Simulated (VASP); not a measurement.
Wanted: the native input for a VASP 6.6.1 run.

```yaml
Task: relaxation of cell and atoms
Functional: PBE
Potentials_or_basis: VASP PAW PBE potentials, release 64 (Pd, Cl)
Cutoff: 600 eV
k_mesh: 8 × 8 × 8
Occupations: gaussian, width 0.1 eV
Spin: no spin polarisation
Dipole_correction: no
Further_INCAR_settings: ALGO = Normal; EDIFF = 1e-07; IBRION = 2; EDIFFG = -0.01; NSW = 100; ISIF = 3
```

The structure of PdCl4 lies in POSCAR:

```
PdCl4
1.0
   -3.6438485813      3.6438485813      2.7744739740
    3.6438485813     -3.6438485813      2.7744739740
    3.6438485813      3.6438485813     -2.7744739740
Pd Cl
1 4
Direct
    0.0000000000      0.0000000000      0.0000000000
    0.7785408007      0.7785408007      0.5570816013
    0.2214591993      0.7785408007      0.0000000000
    0.7785408007      0.2214591993      0.0000000000
    0.2214591993      0.2214591993      0.4429183987
```

The cell was built from a structure type or drawn by symmetry, and may not be a known phase.

One way to write it, as run:

INCAR

```
PREC = Accurate
ENCUT = 600
EDIFF = 1E-7
ISMEAR = 0
SIGMA = 0.1
LREAL = False
LASPH = True
NELM = 80
ALGO = Normal
ISIF = 3
LWAVE = False
LCHARG = False
GGA = PE
IBRION = 2
NSW = 100
EDIFFG = -0.01
```

KPOINTS

```
regular mesh
0
Gamma
  8 8 8
```

Potentials or basis: VASP PAW PBE potentials, release 64 (Pd, Cl).

Command:

```bash
$ cat potpaw_PBE.64/Pd/POTCAR potpaw_PBE.64/Cl/POTCAR > POTCAR
$ mpirun -np 1 vasp_std > vasp.out
```

Results of the run:

```
Relaxed volume                        : 27.94 Å³/atom
Relaxed cell                          : a = 5.745 Å, b = 5.745 Å, c = 5.745 Å, α = 103.16°, β = 103.16°, γ = 123.00°
Space group after relaxing (to 0.1 Å) : I4/mmm (No. 139)
Energy gained by relaxing             : 3.2 meV/atom
Ionic steps                           : 12
Pressure after relaxing               : 0.0 GPa
Band gap on the k mesh                : zero (bands 19 and 20 overlap by 1.87 eV)
```

It took 59 min on 1 thread of Oxide Virtual Turin-like Processor (shared host), peak memory 0.45 GiB.
